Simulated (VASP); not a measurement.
Input of a VASP 6.6.1 run:

File POSCAR:

```
Al2Au
1.0
    0.0000000000      3.0023346600      3.0023346600
    3.0023346600      0.0000000000      3.0023346600
    3.0023346600      3.0023346600      0.0000000000
Al Au
2 1
Direct
    0.2500000000      0.2500000000      0.2500000000
    0.7500000000      0.7500000000      0.7500000000
    0.0000000000      0.0000000000      0.0000000000
```

Contents of INCAR.step1:

```
SYSTEM = Al2Au
PREC     = Accurate       ! precision mode
ENCUT    = 600            ! plane-wave cutoff, eV
ISMEAR   = 0              ! smearing method
SIGMA    = 0.1            ! smearing width, eV
LREAL    = .FALSE.        ! projectors in reciprocal space
LASPH    = .TRUE.         ! aspherical terms in the spheres
NELM     = 60             ! most SCF steps
GGA      = PE             ! functional
ALGO     = Normal         ! electronic algorithm
EDIFF    = 1E-4           ! SCF threshold, eV
LWAVE    = .TRUE.         ! write WAVECAR
LCHARG   = .FALSE.        ! write CHGCAR
```

Contents of INCAR.step2:

```
SYSTEM = Al2Au
PREC     = Accurate       ! precision mode
ENCUT    = 600            ! plane-wave cutoff, eV
EDIFF    = 1E-6           ! SCF threshold, eV
ISMEAR   = 0              ! smearing method
SIGMA    = 0.1            ! smearing width, eV
LREAL    = .FALSE.        ! projectors in reciprocal space
LASPH    = .TRUE.         ! aspherical terms in the spheres
NELM     = 60             ! most SCF steps
ALGO     = Normal         ! electronic algorithm
ISIF     = 3              ! what is computed and relaxed
LWAVE    = .FALSE.        ! write WAVECAR
LCHARG   = .FALSE.        ! write CHGCAR
METAGGA  = R2SCAN         ! meta-GGA
LMIXTAU  = .TRUE.       
IBRION   = 2              ! ionic algorithm
NSW      = 100            ! ionic steps
EDIFFG   = -0.002         ! ionic threshold
ISTART   = 1
```

The input KPOINTS:

```
regular mesh
0
G
  12 12 12
  0 0 0
```

Potentials or basis: VASP PAW PBE potentials, release 64 (Al, Au).

Run with:

```sh
$ cat potpaw_PBE.64/Al/POTCAR potpaw_PBE.64/Au/POTCAR > POTCAR
$ cp INCAR.step1 INCAR
$ mpirun -np 1 vasp_std > vasp.out
$ cp INCAR.step2 INCAR
$ mpirun -np 1 vasp_std > vasp.out
```

(1) Predict the relaxed volume.

(2) Predict the band gap on the k mesh.

(3) Predict the relaxed cell.

Answers

(1) 18.05 Å³/atom.

(2) zero (an odd number of electrons rules out a gap without spin polarisation).

(3) a = 4.247 Å, b = 4.247 Å, c = 4.247 Å, α = 60.00°, β = 60.00°, γ = 60.00°.

Caveat: the PAW data sets were made with another functional, which shifts forces and pressure a little; spin-orbit coupling is left out, which moves the levels of the heavy elements.
